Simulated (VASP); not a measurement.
Runs of VASP 6.6.1 on Pt. The structure is that of space group I4/mmm (No. 139), or close to it. The cells are those of the table. 

| cell | gap on the mesh (eV) | pressure (GPa) |
| --- | --- | --- |
| a = 2.820, b = 2.820, c = 2.682 Å, angles 61.6, 61.6, 56.8°, 1 atom | none | 12.2 |
| a = 2.878, b = 2.878, c = 2.606 Å, angles 63.1, 63.1, 53.8°, 1 atom | none | 16.2 |
| a = 2.696, b = 2.696, c = 3.196 Å, angles 53.6, 53.6, 72.7°, 1 atom | none | 13.5 |
| a = 2.942, b = 2.942, c = 2.537 Å, angles 64.5, 64.5, 51.1°, 1 atom | none | 23.3 |
| a = 2.735, b = 2.735, c = 2.847 Å, angles 58.6, 58.6, 62.7°, 1 atom | none | (c) |
| a = 3.083, b = 3.083, c = 2.419 Å, angles 66.9, 66.9, 46.2°, 1 atom | none | 46.2 |
| a = 2.713, b = 2.713, c = 2.923 Å, angles 57.4, 57.4, 65.2°, 1 atom | none | 12.4 |
| a = 2.697, b = 2.697, c = 3.008 Å, angles 56.1, 56.1, 67.8°, 1 atom | none | (b) |
| a = 3.021, b = 3.021, c = 2.467 Å, angles 65.9, 65.9, 48.2°, 1 atom | none | (a) |

Alike in all rows: task single point; level PBE; potentials or basis VASP PAW PBE potentials, release 64 (Pt); no spin polarisation; k mesh 12 × 12 × 12; cutoff (eV) 520; smearing gaussian 0.15 eV.

Q: Estimate the missing entries.

A: (a) 35.0; (b) 13.3; (c) 11.6.

Caveats: spin-orbit coupling is left out, which moves the levels of the heavy elements.

A k mesh can miss the band edges, and the runs leave out spin-orbit coupling on Pt.

A gap of «none» marks levels without a gap at the run's occupations.
